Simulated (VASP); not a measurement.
Write the native input for VASP 6.6.1 that does the following.

```
Task                   : single point
Functional             : revPBE
Potentials or basis    : VASP PAW PBE potentials, release 64 (Bi_d)
Cutoff                 : 500 eV
k mesh                 : 6 × 6 × 6
Occupations            : gaussian, width 0.1888 eV
Spin                   : no spin polarisation
Dipole correction      : no
Further INCAR settings : ALGO = Normal; EDIFF = 1e-06; NBANDS = 14
```

The structure of Bi lies in POSCAR:

```
Bi
1.0
    0.0000000000      2.5348230000      2.5348230000
    2.5348230000      0.0000000000      2.5348230000
    2.5348230000      2.5348230000      0.0000000000
Bi
1
Direct
    0.0000000000      0.0000000000      0.0000000000
```

This isn't the form of Bi at room conditions, which is rhombohedral.

These files were run (other wordings do the same):

INCAR

```
ALGO = Normal
EDIFF = 1E-6
ENCUT = 500
GGA = RE
GGA_COMPAT = False
ISIF = 2
ISMEAR = 0
LASPH = True
LCHARG = False
LREAL = False
LWAVE = False
NBANDS = 14
NELM = 120
PREC = Accurate
SIGMA = 0.1888
```

KPOINTS

```
k-points
0
Gamma
  6 6 6
```

Potentials or basis: VASP PAW PBE potentials, release 64 (Bi_d).

Run with:

```sh
$ cat potpaw_PBE.64/Bi_d/POTCAR > POTCAR
$ mpirun -np 1 vasp_std > vasp.out
```

Results of the run:

| Property | Result |
| --- | --- |
| Pressure | -0.6 GPa |
| Band gap on the k mesh | zero (an odd number of electrons rules out a gap without spin polarisation) |

Caveat: the PAW data sets were made with another functional, which shifts forces and pressure a little; spin-orbit coupling is left out, which moves the levels of the heavy elements.

It took 6.7 s on 1 thread of AMD EPYC 7R43 64-Core Processor (Zen 3), with other jobs on the host, peak memory 0.11 GiB.
